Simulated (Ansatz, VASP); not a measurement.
Two plane-wave programs on Al8N

```
Al N
1.0
     2.85432    0.00000    0.00000
    -1.42716    2.47192    0.00000
     0.00000    0.00000   33.47606
Al N
8 1
Cartesian
  0.0000 1.6479 4.0000
  0.0000 0.0000 6.3458
  1.4272 0.8240 8.6916
  0.0000 0.0000 11.0374
  0.0000 1.6479 13.3643
  0.0000 0.0000 15.7222
  1.4272 0.8240 18.0804
  0.0000 0.0000 20.4761
  3.8058 -2.1973 22.5461
```

Alike in both runs: task single point; functional PBE; k mesh 9 × 9 × 1; occupations gaussian, width 0.1 eV; no spin polarisation.

|  | VASP | Ansatz |
| --- | --- | --- |
| version | VASP 6.6.1 | Ansatz 0.2.0 |
| potentials or method | VASP PAW PBE potentials, release 64 (Al, N), cutoff 520 eV | scalar-relativistic, plane waves, PAW |
| valence electrons in the cell | 29 | 29 |

Ansatz gave:

* gap on the k mesh at the Fermi level (eV): none
* rms of the force components (eV/Å): 0.642
* work function, face that differs most (eV): 8.10

Problem. Which values does VASP return?

Solution. gap on the k mesh at the Fermi level (eV): none; rms of the force components (eV/Å): 0.640; work function, face that differs most (eV): 8.08.

Atom by atom the forces differ by 0.002 eV/Å (rms over components). A gap of «none» marks a metal or a gap that the smearing closes. The functional is the same, so the differences come from potentials, cutoffs and numerics.
